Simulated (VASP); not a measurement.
# Zn (Immm) in VASP: a series of runs, part 2 of 2

VASP 6.6.1. The steps go on from the part before.

## (3) Single point, LDA (normal strain along x +0.0133, normal strain along z +0.0400)

The input, INCAR:

```
PREC = Accurate
ENCUT = 520
EDIFF = 1E-6
ISMEAR = 0
SIGMA = 0.15
LREAL = F
LASPH = T
NELM = 80
ALGO = Fast
ISIF = 2
LWAVE = F
LCHARG = T
GGA = CA
LELF = T
LVHAR = T
NBANDS = 12
```

The input, KPOINTS:

```
Automatic mesh
0
Gamma
  20 20 20
```

The input, POSCAR:

```
Zn
1.0
   -1.5256636816      1.5056386871      1.5658642346
    1.5256636816     -1.5056386871      1.5658642346
    1.5256636816      1.5056386871     -1.5658642346
Zn
1
Direct
    0.0000000000      0.0000000000      0.0000000000
```

Potentials or basis: VASP PAW LDA potentials, release 64 (Zn).

Launch:

```console
$ cat potpaw_LDA.64/Zn/POTCAR > POTCAR
$ mpirun -np 1 vasp_std > vasp.out
```

OUTCAR:

```text
PREC = Accurate
   ENCUT = 520
   EDIFF = 1E-6
   ISMEAR = 0
   LREAL = F
   LASPH = T
   NELM = 80
   ISIF = 2
   GGA = CA

 ion  position               nearest neighbor table
   1  0.000  0.000  0.000-

  LATTYP: Found a body centered orthorhombic cell.
 ALAT       =     3.0112773742
 B/A-ratio  =     1.0133000000
 C/A-ratio  =     1.0400000000

  Lattice vectors:

 A1 = (   1.5256636816,  -1.5056386871,  -1.5658642346)
 A2 = (  -1.5256636816,   1.5056386871,  -1.5658642346)
 A3 = (   1.5256636816,   1.5056386871,   1.5658642346)

Analysis of symmetry for initial positions (statically):
=====================================================================
 Subroutine PRICEL returns:
 Original cell was already a primitive cell.

 Routine SETGRP: Setting up the symmetry group for a
 body centered orthorhombic supercell.

 Subroutine GETGRP returns: Found  8 space group operations
 (whereof  8 operations were pure point group operations)
 out of a pool of  8 trial point group operations.

The static configuration has the point symmetry D_2h.

Analysis of symmetry for dynamics (positions and initial velocities):
=====================================================================
 Subroutine PRICEL returns:
 Original cell was already a primitive cell.

 Routine SETGRP: Setting up the symmetry group for a
 body centered orthorhombic supercell.

 Subroutine GETGRP returns: Found  8 space group operations
 (whereof  8 operations were pure point group operations)
 out of a pool of  8 trial point group operations.

The dynamic configuration has the point symmetry D_2h.

 Subroutine INISYM returns: Found  8 space group operations
 (whereof  8 operations are pure point group operations),
 and found     1 'primitive' translations

----------------------------------------------------------------------------------------

                                     Primitive cell

  volume of cell :      14.3878

  direct lattice vectors                    reciprocal lattice vectors
    -1.525663682  1.505638687  1.565864235     0.000000000  0.332084984  0.319312485
     1.525663682 -1.505638687  1.565864235     0.327726226  0.000000000  0.319312485
     1.525663682  1.505638687 -1.565864235     0.327726226  0.332084984  0.000000000

  length of vectors
     2.654529775  2.654529775  2.654529775     0.460696104  0.457564140  0.466567161

  position of ions in fractional coordinates (direct lattice)
     0.000000000  0.000000000  0.000000000

  ion indices of the primitive-cell ions
   primitive index   ion index
                 1           1

----------------------------------------------------------------------------------------

 KPOINTS: Automatic mesh

Automatic generation of k-mesh.
 Grid dimensions read from file:
 generate k-points for:   20   20   20

 Generating k-lattice:

  Cartesian coordinates                     Fractional coordinates (reciprocal lattice)
     0.000000000  0.016604249  0.015965624     0.050000000  0.000000000 -0.000000000
     0.016386311  0.000000000  0.015965624    -0.000000000  0.050000000  0.000000000
     0.016386311  0.016604249  0.000000000    -0.000000000  0.000000000  0.050000000

  Length of vectors
     0.023034805  0.022878207  0.023328358

  Shift w.r.t. Gamma in fractional coordinates (k-lattice)
     0.000000000  0.000000000  0.000000000

 Subroutine IBZKPT returns following result:
 ===========================================

 Found   1166 irreducible k-points:

 Following reciprocal coordinates:
            Coordinates               Weight
  0.000000  0.000000  0.000000      1.000000
  0.050000  0.000000 -0.000000      4.000000
  0.100000  0.000000  0.000000      4.000000
  0.150000 -0.000000  0.000000      4.000000
  0.200000  0.000000  0.000000      4.000000
  0.250000 -0.000000  0.000000      4.000000
[... 16 lines left out ...]
 -0.450000  0.050000 -0.000000      8.000000
 -0.400000  0.050000  0.000000      8.000000
 [... further k-points ...]
   k-points           NKPTS =   1166   k-points in BZ     NKDIM =   1166   number of bands    NBANDS=     12
   number of dos      NEDOS =    301   number of ions     NIONS =      1
   total plane-waves  NPLWV =   8000
   dimension x,y,z NGX =    20 NGY =   20 NGZ =   20
   dimension x,y,z NGXF=    40 NGYF=   40 NGZF=   40
   ions per type =               1
   NGX,Y,Z   is equivalent  to a cutoff of  12.53, 12.53, 12.53 a.u.
   NGXF,Y,Z  is equivalent  to a cutoff of  25.05, 25.05, 25.05 a.u.
 SYSTEM =  unknown system
   PREC   = accura    normal or accurate (medium, high low for compatibility)
   ISTART =      0    job   : 0-new  1-cont  2-samecut
   ICHARG =      2    charge: 1-file 2-atom 10-const
   ISPIN  =      1    spin polarized calculation?
   LNONCOLLINEAR =      F non collinear calculations
   LSORBIT =      F    spin-orbit coupling
   LASPH  =      T    aspherical Exc in radial PAW
   ENCUT  =  520.0 eV  38.22 Ry    6.18 a.u.   4.94  4.94  4.94*2*pi/ulx,y,z
   NELM   =     80;   NELMIN=  2; NELMDL= -5     # of ELM steps
   EDIFF  = 0.1E-05   stopping-criterion for ELM
   LREAL  =      F    real-space projection
   EDIFFG = 0.1E-04   stopping-criterion for IOM
   NSW    =      0    number of steps for IOM
   IBRION =     -1    ionic relax: 0-MD 1-quasi-New 2-CG
   NFREE  =      0    steps in history (QN), initial steepest desc. (CG)
   ISIF   =      2    stress and relaxation
   ISYM   =      2    0-nonsym 1-usesym 2-fastsym
   POTIM  = 0.5000    time-step for ionic-motion
   TEBEG  =    0.0;   TEEND  =   0.0 temperature during run
   PSTRESS=    0.0 pullay stress
   NELECT =      12.0000    total number of electrons
   NUPDOWN=      -1.0000    fix difference up-down
   EMIN   =  10.00;   EMAX   =-10.00  energy-range for DOS
   EFERMI =   0.00;   METHOD = LEGACY
   ISMEAR =     0;   SIGMA  =   0.15  broadening in eV -4-tet -1-fermi 0-gaus
   EFERMI_NEDOS =   21; number of points for ismear=-14 and -15
   IALGO  =     68    algorithm
   IMIX   =      4    mixing-type and parameters
     AMIX     =   0.40;   BMIX     =  1.00
     AMIX_MAG =   1.60;   BMIX_MAG =  1.00
  volume/ion in A,a.u.               =      14.39        97.09
  Fermi-wavevector in a.u.,A,eV,Ry     =   1.541005  2.912077 32.309702  2.374696
  Thomas-Fermi vector in A             =   2.647012
   LORBIT       =      0    0 simple, 1 ext, 2 COOP (PROOUT), +10 PAW based schemes
   GGA     = CA    functional components
   LHFCALC =     F    Hartree Fock is set to
   AEXX    =    0.0000 exact exchange contribution
   IVDW    =     0    specifies the selected vdW correction
   LEPSILON=     F    determine dielectric tensor
   LRPA    =     F    only Hartree local field effects (RPA)
 non-spin polarized calculation
 RMM-DIIS sequential band-by-band and
 Gauss-broadening in eV      SIGMA  =   0.15
  energy-cutoff  :      520.00
  volume of cell :       14.39
 maximum number of plane-waves:       402
   NGX =  9   NGY =  9   NGZ =  9

 number of electron      11.9999995 magnetization

 Free energy of the ion-electron system (eV)
  ---------------------------------------------------
  ext. energy  EPLUGINS =         0.00000000
  ---------------------------------------------------
  free energy    TOTEN  =        -1.77331547 eV

  energy without entropy =       -1.77000860  energy(sigma->0) =       -1.77166204

 E-fermi :   3.4291     XC(G=0): -12.1984

 val. band max:        3.4275893899   @ k =   0.3500   0.1500   0.1500
 cond. band min:       3.4342769370   @ k =   0.3000   0.3500   0.0000
 fundamental gap:      0.0066875470
 Fermi energy:         3.4290834010

 k-point     1 :       0.0000    0.0000    0.0000
  band No.  band energies     occupation
      1      -7.5404      2.00000
      2      -4.6904      2.00000
      3      -4.6617      2.00000
      4      -4.6108      2.00000
      5      -4.1196      2.00000
      6      -4.0565      2.00000
      7      22.9773      0.00000
      8      23.1711      0.00000
      9      23.5018      0.00000
     10      24.4892      0.00000
     11      25.1676      0.00000
     12      25.3099      0.00000
[... 331 lines left out ...]
 k-point    24 :      -0.4000    0.0500    0.0000
  band No.  band energies     occupation
      1      -5.3481      2.00000
      2      -4.9345      2.00000
      3      -4.1702      2.00000
      4      -4.0515      2.00000
      5      -3.8994      2.00000
      6      -2.2112      2.00000
      7       6.2425      0.00000
      8      15.3097      0.00000
      9      16.6370      0.00000
     10      20.5108      0.00000
     11      21.9267      0.00000
     12      27.7677      0.00000

 [... further k-points ...]
[... 5 lines left out ...]
  --------------------------------------------------------------------------------------
  -------------------------------------------------------------------------------------
  Total       -0.3626633     -0.3992969     -0.2480300     -0.0000000      0.0000000      0.0000000
  in kB      -40.3850399    -44.4644393    -27.6198431     -0.0000000      0.0000000      0.0000000
  external PRESSURE =     -37.4897741 kB  Pullay stress =       0.0000000 kB

 VOLUME and BASIS-vectors are now :
 -----------------------------------------------------------------------------
  energy-cutoff  :      520.00
  volume of cell :       14.39
      direct lattice vectors                 reciprocal lattice vectors
    -1.525663682  1.505638687  1.565864235     0.000000000  0.332084984  0.319312485
     1.525663682 -1.505638687  1.565864235     0.327726226  0.000000000  0.319312485
     1.525663682  1.505638687 -1.565864235     0.327726226  0.332084984  0.000000000

 POSITION                                       TOTAL-FORCE (eV/Angst)
 -----------------------------------------------------------------------------------
      0.00000      0.00000      0.00000        -0.000000     -0.000000     -0.000000
 -----------------------------------------------------------------------------------
    total drift:                                0.000000      0.000000      0.000000

  FREE ENERGIE OF THE ION-ELECTRON SYSTEM (eV)
  ---------------------------------------------------
  free  energy   TOTEN  =        -1.7733154679 eV

  energy  without entropy=       -1.7700086024  energy(sigma->0) =       -1.77166204
```

Run time: 1.8 min. Hardware: 1 thread of Intel Xeon 6975P-C (Granite Rapids), shared host; peak memory 0.28 GiB.

Results:

| Property | Result |
| --- | --- |
| Free energy | -1.7733 eV |
| Pressure | -3.7 GPa |
| Band gap on the k mesh | zero (band 6 reaches 7.08 eV, above the bottom of band 7 at 2.29 eV) |

Stress tensor (GPa, compression positive):
```
-4.04  0.00  0.00
 0.00 -4.45  0.00
 0.00  0.00 -2.76
```

Caveat: the cell differs from its parent crystal (normal strain along x +0.0133, normal strain along z +0.0400).

## (4) Single point, LDA (normal strain along x +0.0267, normal strain along z +0.0400)

The input, INCAR:

```
SYSTEM = Zn
PREC = Accurate
ENCUT = 520
EDIFF = 1E-7
ISMEAR = 0
SIGMA = 0.15
LREAL = .FALSE.
LASPH = .TRUE.
NELM = 100
ALGO = Fast
ISIF = 2
LWAVE = .FALSE.
LCHARG = .FALSE.
GGA = CA
NBANDS = 12
```

The input, KPOINTS:

```
Automatic mesh
0
G
  20 20 20
  0 0 0
```

The input, POSCAR:

```
Zn
1.0
   -1.5458392400      1.5056386871      1.5658642346
    1.5458392400     -1.5056386871      1.5658642346
    1.5458392400      1.5056386871     -1.5658642346
Zn
1
Direct
    0.0000000000      0.0000000000      0.0000000000
```

Potentials or basis: VASP PAW LDA potentials, release 64 (Zn).

Launch:

```console
$ cat potpaw_LDA.64/Zn/POTCAR > POTCAR
$ mpirun -np 1 vasp_std > vasp.out
```

OUTCAR:

```text
SYSTEM = Zn
   PREC = Accurate
   ENCUT = 520
   EDIFF = 1E-7
   ISMEAR = 0
   LREAL = .FALSE.
   LASPH = .TRUE.
   NELM = 100
   ISIF = 2
   GGA = CA

 ion  position               nearest neighbor table
   1  0.000  0.000  0.000-

  LATTYP: Found a body centered orthorhombic cell.
 ALAT       =     3.0112773742
 B/A-ratio  =     1.0267000000
 C/A-ratio  =     1.0400000000

  Lattice vectors:

 A1 = (   1.5458392400,  -1.5056386871,  -1.5658642346)
 A2 = (  -1.5458392400,   1.5056386871,  -1.5658642346)
 A3 = (   1.5458392400,   1.5056386871,   1.5658642346)

Analysis of symmetry for initial positions (statically):
=====================================================================
 Subroutine PRICEL returns:
 Original cell was already a primitive cell.

 Routine SETGRP: Setting up the symmetry group for a
 body centered orthorhombic supercell.

 Subroutine GETGRP returns: Found  8 space group operations
 (whereof  8 operations were pure point group operations)
 out of a pool of  8 trial point group operations.

The static configuration has the point symmetry D_2h.

Analysis of symmetry for dynamics (positions and initial velocities):
[... 169 lines left out ...]
      3      -4.7054      2.00000
      4      -4.6812      2.00000
      5      -4.1946      2.00000
      6      -4.1303      2.00000
      7      22.6388      0.00000
      8      22.7176      0.00000
      9      23.3122      0.00000
     10      24.4296      0.00000
     11      24.7733      0.00000
     12      25.1025      0.00000
[... 331 lines left out ...]
 k-point    24 :      -0.4000    0.0500    0.0000
  band No.  band energies     occupation
      1      -5.3821      2.00000
      2      -5.0072      2.00000
      3      -4.2281      2.00000
      4      -4.1192      2.00000
      5      -3.9755      2.00000
      6      -2.2276      2.00000
      7       6.2196      0.00000
      8      14.9118      0.00000
      9      16.2375      0.00000
     10      20.0655      0.00000
     11      21.4579      0.00000
     12      27.7538      0.00000

 [... further k-points ...]

------------------------ aborting loop because EDIFF is reached ----------------------------------------

  FORCE on cell =-STRESS in cart. coord.  units (eV):
  Direction    XX          YY          ZZ          XY          YZ          ZX
  --------------------------------------------------------------------------------------
  -------------------------------------------------------------------------------------
  Total       -0.4103012     -0.5181021     -0.3430531     -0.0000000      0.0000000      0.0000000
  in kB      -45.0935232    -56.9412208    -37.7027251     -0.0000000      0.0000000      0.0000000
  external PRESSURE =     -46.5791564 kB  Pullay stress =       0.0000000 kB

 VOLUME and BASIS-vectors are now :
 -----------------------------------------------------------------------------
  energy-cutoff  :      520.00
  volume of cell :       14.58
      direct lattice vectors                 reciprocal lattice vectors
    -1.545839240  1.505638687  1.565864235     0.000000000  0.332084984  0.319312485
     1.545839240 -1.505638687  1.565864235     0.323448899  0.000000000  0.319312485
     1.545839240  1.505638687 -1.565864235     0.323448899  0.332084984  0.000000000

 POSITION                                       TOTAL-FORCE (eV/Angst)
 -----------------------------------------------------------------------------------
      0.00000      0.00000      0.00000         0.000000      0.000000     -0.000000
 -----------------------------------------------------------------------------------
    total drift:                                0.000000     -0.000000      0.000000

  FREE ENERGIE OF THE ION-ELECTRON SYSTEM (eV)
  ---------------------------------------------------
  free  energy   TOTEN  =        -1.7681991218 eV

  energy  without entropy=       -1.7648665161  energy(sigma->0) =       -1.76653282
```

OSZICAR:

```text
N       E                     dE             d eps       ncg     rms          rms(c)
DAV:   1     0.415696724352E+02    0.41570E+02   -0.65883E+03 29076   0.160E+03
DAV:   2    -0.636651450088E+00   -0.42206E+02   -0.39594E+02 29076   0.215E+02
DAV:   3    -0.189555372645E+01   -0.12589E+01   -0.12565E+01 32160   0.369E+01
DAV:   4    -0.189841366012E+01   -0.28599E-02   -0.28598E-02 30648   0.171E+00
DAV:   5    -0.189841583889E+01   -0.21788E-05   -0.21787E-05 31424   0.460E-02    0.313E+00
RMM:   6    -0.178138857803E+01    0.11703E+00   -0.26148E-01 34249   0.684E+00    0.239E+00
RMM:   7    -0.177280243320E+01    0.85861E-02   -0.10394E-02 35659   0.157E+00    0.115E+00
RMM:   8    -0.176825184560E+01    0.45506E-02   -0.20967E-03 33618   0.373E-01    0.636E-02
RMM:   9    -0.176820506998E+01    0.46776E-04   -0.43874E-04 36459   0.324E-01    0.539E-02
RMM:  10    -0.176819934506E+01    0.57249E-05   -0.19211E-05 35795   0.469E-02    0.374E-03
RMM:  11    -0.176819911484E+01    0.23022E-06   -0.21995E-06 34752   0.145E-02    0.568E-04
RMM:  12    -0.176819912180E+01   -0.69601E-08   -0.12017E-07 23942   0.408E-03
   1 F= -.17681991E+01 E0= -.17665328E+01  d E =-.333261E-02
```

stdout:

```text
POSCAR found type information on POSCAR Zn
 POSCAR found :  1 types and       1 ions
 scaLAPACK will be used
 LDA part: xc-table for (Slater(with rela. corr.)+CA(PZ))
 , standard interpolation
 POSCAR, INCAR and KPOINTS ok, starting setup
 FFT: planning ... GRIDC
 FFT: planning ... GRID_SOFT
 FFT: planning ... GRID
 WAVECAR not read
 entering main loop
WARNING in EDDRMM: call to ZHEGV failed, returncode =   8  4     12
WARNING in EDDRMM: call to ZHEGV failed, returncode =   6  3     10
WARNING in EDDRMM: call to ZHEGV failed, returncode =   8  4     10
WARNING in EDDRMM: call to ZHEGV failed, returncode =   8  4     11
WARNING in EDDRMM: call to ZHEGV failed, returncode =   8  4     11
WARNING in EDDRMM: call to ZHEGV failed, returncode =   6  3     10
WARNING in EDDRMM: call to ZHEGV failed, returncode =   8  4     11
WARNING in EDDRMM: call to ZHEGV failed, returncode =   8  4     11
WARNING in EDDRMM: call to ZHEGV failed, returncode =   8  4     10
WARNING in EDDRMM: call to ZHEGV failed, returncode =   6  3     10
WARNING in EDDRMM: call to ZHEGV failed, returncode =   6  3     10
WARNING in EDDRMM: call to ZHEGV failed, returncode =   6  3     10
WARNING in EDDRMM: call to ZHEGV failed, returncode =   6  3     10
```

Run time: 2 min. Hardware: 1 thread of Intel Xeon 6975P-C (Granite Rapids), shared host; peak memory 0.29 GiB.

Results:

```
Free energy            : -1.7682 eV
Pressure               : -4.7 GPa
Band gap on the k mesh : zero (band 6 reaches 6.98 eV, above the bottom of band 7 at 2.12 eV)
```

Caveat: the cell differs from its parent crystal (normal strain along x +0.0267, normal strain along z +0.0400).

## (5) Summary

```csv
cell,further INCAR settings,gap on the mesh (eV),pressure (GPa)
"a = 2.643 Å, angles 109.5, 110.5, 108.4°, 1 atom",ALGO = Fast; EDIFF = 1e-06; NBANDS = 12,none,-2.8
"a = 2.655 Å, angles 109.8, 110.9, 107.7°, 1 atom",ALGO = Fast; EDIFF = 1e-06; NBANDS = 12,none,-3.7
"a = 2.666 Å, angles 109.1, 111.2, 108.1°, 1 atom",ALGO = Fast; EDIFF = 1e-07; NBANDS = 12,none,-4.7
```

Alike in all rows: task single point; level LDA; potentials or basis VASP PAW LDA potentials, release 64 (Zn); no spin polarisation; k mesh 20 × 20 × 20; cutoff (eV) 520; smearing gaussian 0.15 eV.

Total energies depend on the potentials used, so only differences within one code and one set of settings carry meaning.
